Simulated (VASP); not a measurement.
# SiW9 in VASP: single point with PBEsol

Aim: the single point of SiW9 with PBEsol.

Everything below comes from runs of VASP 6.6.1. Logs are shortened: lines on timing, memory, paths and dates and some standing lists are left out, and cuts for length are marked.

## Step 1: The cell of the first run

The cell holds a slab with vacuum, 10 atoms: a = 4.461 Å, b = 4.461 Å, c = 26.285 Å, α = 90.00°, β = 90.00°, γ = 120.00°.

## Step 2: Single point, PBEsol

INCAR reads:

```
SYSTEM = SiW9
PREC     = Accurate       ! precision mode
ENCUT    = 520            ! plane-wave cutoff, eV
EDIFF    = 1E-7           ! SCF threshold, eV
ISMEAR   = 0              ! smearing method
SIGMA    = 0.1            ! smearing width, eV
LREAL    = .False.        ! projectors in reciprocal space
LASPH    = .True.         ! aspherical terms in the spheres
NELM     = 60             ! most SCF steps
ALGO     = Normal         ! electronic algorithm
ISIF     = 2              ! what is computed and relaxed
LWAVE    = .False.        ! write WAVECAR
LCHARG   = .True.         ! write CHGCAR
LDIPOL   = .True.       
IDIPOL   = 3            
DIPOL    = 0.5 0.5 0.480
GGA      = PS             ! functional
LELF     = .True.         ! ELF
LVHAR    = .True.       
LVACPOTAV= .True.       
NBANDS   = 76             ! bands
```

KPOINTS reads:

```
regular mesh
0
Gamma
  9 9 1
  0 0 0
```

POSCAR reads:

```
SiW9
1.0
    4.4609390841      0.0000000000      0.0000000000
   -2.2304695421      3.8632865716      0.0000000000
    0.0000000000      0.0000000000     26.2846830198
W Si
9 1
Direct
    0.6666666667      0.3333333333      0.3233822525
    0.3333333333      0.6666666667      0.3580254466
    0.0000000000      0.0000000000      0.3926686408
    0.6666666667      0.3333333333      0.4273118349
    0.3333333333      0.6666666667      0.4608983055
    0.0000000000      0.0000000000      0.4972471466
    0.6666666667      0.3333333333      0.5300645861
    0.3333333333      0.6666666667      0.5631772555
    0.0000000000      0.0000000000      0.5982156625
    0.3333333333      0.6666666667      0.6528788863
```

Potentials or basis: VASP PAW PBE potentials, release 64 (W_sv, Si).

On the command line:

```console
> cat potpaw_PBE.64/W_sv/POTCAR potpaw_PBE.64/Si/POTCAR > POTCAR
> mpirun -np 1 vasp_std > vasp.out
```

OUTCAR:

```text
SYSTEM = SiW9
   PREC = Accurate
   ENCUT = 520
   EDIFF = 1E-7
   ISMEAR = 0
   LREAL = .False.
   LASPH = .True.
   NELM = 60
   ISIF = 2
   GGA = PS

 ion  position               nearest neighbor table
   1  0.667  0.333  0.323-   4 2.73   2 2.73   2 2.73   2 2.73   3 3.15   3 3.15   3 3.15
   2  0.333  0.667  0.358-   5 2.70   1 2.73   1 2.73   1 2.73   3 2.73   3 2.73   3 2.73   4 3.15
                             4 3.15   4 3.15
   3  0.000  0.000  0.393-   4 2.73   4 2.73   4 2.73   2 2.73   2 2.73   2 2.73   6 2.75   5 3.14
                             5 3.14   5 3.14   1 3.15   1 3.15   1 3.15
   4  0.667  0.333  0.427-   7 2.70   5 2.72   5 2.72   5 2.72   1 2.73   3 2.73   3 2.73   3 2.73
                             2 3.15   2 3.15   2 3.15   6 3.16   6 3.16   6 3.16
   5  0.333  0.667  0.461-   8 2.69   2 2.70   4 2.72   4 2.72   4 2.72   6 2.75   6 2.75   6 2.75
                             3 3.14   3 3.14   3 3.14   7 3.15   7 3.15   7 3.15
   6  0.000  0.000  0.497-   9 2.65   7 2.72   7 2.72   7 2.72   5 2.75   5 2.75   5 2.75   3 2.75
                             8 3.10   8 3.10   8 3.10   4 3.16   4 3.16   4 3.16
   7  0.667  0.333  0.530-   4 2.70   6 2.72   6 2.72   6 2.72   8 2.72   8 2.72   8 2.72   9 3.14
                             9 3.14   9 3.14   5 3.15   5 3.15   5 3.15
   8  0.333  0.667  0.563-  10 2.36   5 2.69   7 2.72   7 2.72   7 2.72   9 2.74   9 2.74   9 2.74
                             6 3.10   6 3.10   6 3.10
   9  0.000  0.000  0.598-   6 2.65   8 2.74   8 2.74   8 2.74  10 2.95  10 2.95  10 2.95   7 3.14
                             7 3.14   7 3.14
  10  0.333  0.667  0.653-   8 2.36   9 2.95   9 2.95   9 2.95

  LATTYP: Found a hexagonal cell.
 ALAT       =     4.4609390841
 C/A-ratio  =     5.8921860452

  Lattice vectors:

 A1 = (   4.4609390841,   0.0000000000,   0.0000000000)
 A2 = (  -2.2304695421,   3.8632865716,   0.0000000000)
 A3 = (   0.0000000000,   0.0000000000,  26.2846830198)

Analysis of symmetry for initial positions (statically):
=====================================================================
 Subroutine PRICEL returns:
 Original cell was already a primitive cell.

 Routine SETGRP: Setting up the symmetry group for a
 hexagonal supercell.

 Subroutine GETGRP returns: Found  6 space group operations
 (whereof  6 operations were pure point group operations)
 out of a pool of 24 trial point group operations.

The static configuration has the point symmetry C_3v.

Analysis of symmetry for dynamics (positions and initial velocities):
=====================================================================
 Subroutine PRICEL returns:
 Original cell was already a primitive cell.

 Routine SETGRP: Setting up the symmetry group for a
 hexagonal supercell.

 Subroutine GETGRP returns: Found  6 space group operations
 (whereof  6 operations were pure point group operations)
 out of a pool of 24 trial point group operations.

The dynamic configuration has the point symmetry C_3v.

 Subroutine INISYM returns: Found  6 space group operations
 (whereof  6 operations are pure point group operations),
 and found     1 'primitive' translations

----------------------------------------------------------------------------------------

                                     Primitive cell

  volume of cell :     452.9872

  direct lattice vectors                    reciprocal lattice vectors
     4.460939084  0.000000000  0.000000000     0.224168046  0.129423482  0.000000000
    -2.230469542  3.863286572  0.000000000     0.000000000  0.258846964  0.000000000
     0.000000000  0.000000000 26.284683020     0.000000000  0.000000000  0.038044971

  length of vectors
     4.460939084  4.460939084 26.284683020     0.258846964  0.258846964  0.038044971

  position of ions in fractional coordinates (direct lattice)
     0.666666667  0.333333333  0.323382252
     0.333333333  0.666666667  0.358025447
     0.000000000  0.000000000  0.392668641
     0.666666667  0.333333333  0.427311835
     0.333333333  0.666666667  0.460898306
     0.000000000  0.000000000  0.497247147
     0.666666667  0.333333333  0.530064586
     0.333333333  0.666666667  0.563177256
     0.000000000  0.000000000  0.598215663
     0.333333333  0.666666667  0.652878886

  ion indices of the primitive-cell ions
   primitive index   ion index
                 1           1
                 2           2
[... 23 lines left out ...]

  Length of vectors
     0.028760774  0.028760774  0.038044971

  Shift w.r.t. Gamma in fractional coordinates (k-lattice)
     0.000000000  0.000000000  0.000000000

 Subroutine IBZKPT returns following result:
 ===========================================

 Found     12 irreducible k-points:

 Following reciprocal coordinates:
            Coordinates               Weight
  0.000000  0.000000  0.000000      1.000000
  0.111111  0.000000  0.000000      6.000000
  0.222222  0.000000  0.000000      6.000000
  0.333333  0.000000  0.000000      6.000000
  0.444444  0.000000  0.000000      6.000000
  0.111111  0.111111  0.000000      6.000000
  0.222222  0.111111  0.000000     12.000000
  0.333333  0.111111  0.000000     12.000000
  0.444444  0.111111  0.000000      6.000000
  0.222222  0.222222  0.000000      6.000000
  0.333333  0.222222  0.000000     12.000000
  0.333333  0.333333  0.000000      2.000000
   k-points           NKPTS =     12   k-points in BZ     NKDIM =     12   number of bands    NBANDS=     76
   number of dos      NEDOS =    301   number of ions     NIONS =     10
   total plane-waves  NPLWV = 254016
   dimension x,y,z NGX =    36 NGY =   36 NGZ =  196
   dimension x,y,z NGXF=    72 NGYF=   72 NGZF=  392
   ions per type =               9   1
   NGX,Y,Z   is equivalent  to a cutoff of  13.42, 13.42, 12.40 a.u.
   NGXF,Y,Z  is equivalent  to a cutoff of  26.83, 26.83, 24.79 a.u.
 SYSTEM =  SiW9
   PREC   = accura    normal or accurate (medium, high low for compatibility)
   ISTART =      0    job   : 0-new  1-cont  2-samecut
   ICHARG =      2    charge: 1-file 2-atom 10-const
   ISPIN  =      1    spin polarized calculation?
   LNONCOLLINEAR =      F non collinear calculations
   LSORBIT =      F    spin-orbit coupling
   LASPH  =      T    aspherical Exc in radial PAW
   ENCUT  =  520.0 eV  38.22 Ry    6.18 a.u.   8.29  8.29 48.87*2*pi/ulx,y,z
   NELM   =     60;   NELMIN=  2; NELMDL= -5     # of ELM steps
   EDIFF  = 0.1E-06   stopping-criterion for ELM
   LREAL  =      F    real-space projection
   EDIFFG = 0.1E-05   stopping-criterion for IOM
   NSW    =      0    number of steps for IOM
   IBRION =     -1    ionic relax: 0-MD 1-quasi-New 2-CG
   NFREE  =      0    steps in history (QN), initial steepest desc. (CG)
   ISIF   =      2    stress and relaxation
   ISYM   =      2    0-nonsym 1-usesym 2-fastsym
   POTIM  = 0.5000    time-step for ionic-motion
   TEBEG  =    0.0;   TEEND  =   0.0 temperature during run
   PSTRESS=    0.0 pullay stress
   NELECT =     130.0000    total number of electrons
   NUPDOWN=      -1.0000    fix difference up-down
   EMIN   =  10.00;   EMAX   =-10.00  energy-range for DOS
   EFERMI =   0.00;   METHOD = LEGACY
   ISMEAR =     0;   SIGMA  =   0.10  broadening in eV -4-tet -1-fermi 0-gaus
   EFERMI_NEDOS =   21; number of points for ismear=-14 and -15
   IALGO  =     38    algorithm
   IMIX   =      4    mixing-type and parameters
     AMIX     =   0.40;   BMIX     =  1.00
     AMIX_MAG =   1.60;   BMIX_MAG =  1.00
  volume/ion in A,a.u.               =      45.30       305.69
  Fermi-wavevector in a.u.,A,eV,Ry     =   1.079843  2.040607 15.865223  1.166061
  Thomas-Fermi vector in A             =   2.215819
   LORBIT       =      0    0 simple, 1 ext, 2 COOP (PROOUT), +10 PAW based schemes
   GGA     = PS    functional components
   LHFCALC =     F    Hartree Fock is set to
   AEXX    =    0.0000 exact exchange contribution
   IVDW    =     0    specifies the selected vdW correction
   LEPSILON=     F    determine dielectric tensor
   LRPA    =     F    only Hartree local field effects (RPA)
 non-spin polarized calculation
 Gauss-broadening in eV      SIGMA  =   0.10
  energy-cutoff  :      520.00
  volume of cell :      452.99
 maximum number of plane-waves:     12245
 NGX is ok and might be reduce to    36
   NGX = 17   NGY = 17   NGZ = 97

 dipolmoment           0.000000      0.000000     -0.087718 electrons x Angstroem

 number of electron     130.0000008 magnetization

 dipolmoment           0.000000      0.000000      0.117241 electrons x Angstroem

 Free energy of the ion-electron system (eV)
  ---------------------------------------------------
  ext. energy  EPLUGINS =         0.00000000
  ---------------------------------------------------
  free energy    TOTEN  =      -121.15744398 eV

  energy without entropy =     -121.10206595  energy(sigma->0) =     -121.12975497

 E-fermi :   0.9393     XC(G=0):  -5.6433

 val. band max:        0.9345028577   @ k =   0.4444   0.0000   0.0000
 cond. band min:       0.9429691366   @ k =   0.3333   0.1111   0.0000
 fundamental gap:      0.0084662789
 Fermi energy:         0.9393451563

 k-point     1 :       0.0000    0.0000    0.0000
  band No.  band energies     occupation
      1     -73.1561      2.00000
      2     -73.1337      2.00000
      3     -73.0987      2.00000
      4     -73.0740      2.00000
      5     -72.9899      2.00000
      6     -72.9453      2.00000
[... 937 lines left out ...]
     75       2.5447      0.00000
     76       2.9181      0.00000

------------------------ aborting loop because EDIFF is reached ----------------------------------------

  FORCE on cell =-STRESS in cart. coord.  units (eV):
  Direction    XX          YY          ZZ          XY          YZ          ZX
  --------------------------------------------------------------------------------------
  -------------------------------------------------------------------------------------
  Total      -12.0763013    -12.0763013     -5.7773727      0.0000000      0.0000000      0.0000000
  in kB      -42.7128510    -42.7128510    -20.4340762      0.0000000      0.0000000      0.0000000
  external PRESSURE =     -35.2865927 kB  Pullay stress =       0.0000000 kB

 VOLUME and BASIS-vectors are now :
 -----------------------------------------------------------------------------
  energy-cutoff  :      520.00
  volume of cell :      452.99
      direct lattice vectors                 reciprocal lattice vectors
     4.460939084  0.000000000  0.000000000     0.224168046  0.129423482  0.000000000
    -2.230469542  3.863286572  0.000000000     0.000000000  0.258846964  0.000000000
     0.000000000  0.000000000 26.284683020     0.000000000  0.000000000  0.038044971

 POSITION                                       TOTAL-FORCE (eV/Angst)
 -----------------------------------------------------------------------------------
      2.23047      1.28776      8.50000         0.000000     -0.000000      2.759912
     -0.00000      2.57552      9.41059         0.000000     -0.000000     -0.132504
      0.00000      0.00000     10.32117        -0.000000     -0.000000     -1.343168
      2.23047      1.28776     11.23176        -0.000000      0.000000     -1.375686
     -0.00000      2.57552     12.11457        -0.000000     -0.000000      0.012277
      0.00000      0.00000     13.06998        -0.000000     -0.000000     -0.020725
      2.23047      1.28776     13.93258        -0.000000      0.000000      0.012427
     -0.00000      2.57552     14.80294         0.000000     -0.000000      0.039724
      0.00000      0.00000     15.72391        -0.000000     -0.000000      0.023835
     -0.00000      2.57552     17.16071         0.000000      0.000000      0.023908
 -----------------------------------------------------------------------------------
    total drift:                                0.000000      0.000000     -0.000326

  FREE ENERGIE OF THE ION-ELECTRON SYSTEM (eV)
  ---------------------------------------------------
  free  energy   TOTEN  =      -121.1574439802 eV

  energy  without entropy=     -121.1020659520  energy(sigma->0) =     -121.12975497

 vacuum level on the upper side and lower side of the slab         6.029         4.798
```

Run time: 25 min. Hardware: 1 thread of AMD EPYC 7R13, shared host; peak memory 0.75 GiB.

What came out:

* Free energy: -121.1574 eV
* Largest force: 2.760 eV/Å
* Band gap on the k mesh: zero (band 65 reaches 1.11 eV, above the bottom of band 66 at 0.86 eV)

Forces in eV/Å, atoms in the order of the input:
```
W    0.000  0.000  2.760
W    0.000  0.000 -0.133
W    0.000  0.000 -1.343
W    0.000  0.000 -1.376
W    0.000  0.000  0.012
W    0.000  0.000 -0.021
W    0.000  0.000  0.012
W    0.000  0.000  0.040
W    0.000  0.000  0.024
Si   0.000  0.000  0.024
```

Levels at points of the mesh, in eV from the Fermi level:
```csv
k point,band 62,band 63,band 64,band 65,band 66,band 67,band 68,band 69
"(0.00, 0.00, 0.00)",-1.17,-1.17,-0.83,0.12,0.61,0.61,1.01,1.54
```

Caveat: the PAW data sets were made with another functional, which shifts forces and pressure a little; spin-orbit coupling is left out, which moves the levels of the heavy elements.
